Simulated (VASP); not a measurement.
Input of a VASP 6.6.1 run:

INCAR

```
PREC = Accurate
ENCUT = 600
EDIFF = 1E-6
ISMEAR = 0
SIGMA = 0.1
LREAL = F
LASPH = T
NELM = 80
ALGO = Fast
ISIF = 3
LWAVE = F
LCHARG = F
GGA = PE
IBRION = 2
NSW = 100
EDIFFG = -0.01
```

Contents of KPOINTS:

```
Automatic mesh
0
Gamma
  12 12 12
```

The input POSCAR:

```
Ag
1.0
    0.0000000000      3.1964972441      3.1964972441
    3.1964972441      0.0000000000      3.1964972441
    3.1964972441      3.1964972441      0.0000000000
Ag
3
Direct
    0.2500000000      0.2500000000      0.2500000000
    0.7500000000      0.7500000000      0.7500000000
    0.0000000000      0.0000000000      0.0000000000
```

Potentials or basis: VASP PAW PBE potentials, release 64 (Ag).

Launch:

```sh
$ cat potpaw_PBE.64/Ag/POTCAR > POTCAR
$ mpirun -np 1 vasp_std > vasp.out
```

Task: Estimate the space group after relaxing (to 0.1 Å).

Result: Fm-3m (No. 225).

Task: Predict the relaxed cell.

Result: a = 4.507 Å, b = 4.507 Å, c = 4.507 Å, α = 60.00°, β = 60.00°, γ = 60.00°.

Task: Estimate the band gap on the k mesh.

Result: Zero (an odd number of electrons rules out a gap without spin polarisation).

Task: What does it give for the relaxed volume?

Result: 21.58 Å³/atom.

The path:
| step | energy change (eV) | largest force (eV/Å) | pressure (GPa) | volume (Å³) |
| --- | --- | --- | --- | --- |
| 1 | 0.0000 | 0.0000 | -0.46 | 65.32 |
| 2 | -0.0008 | 0.0000 | -0.04 | 64.73 |
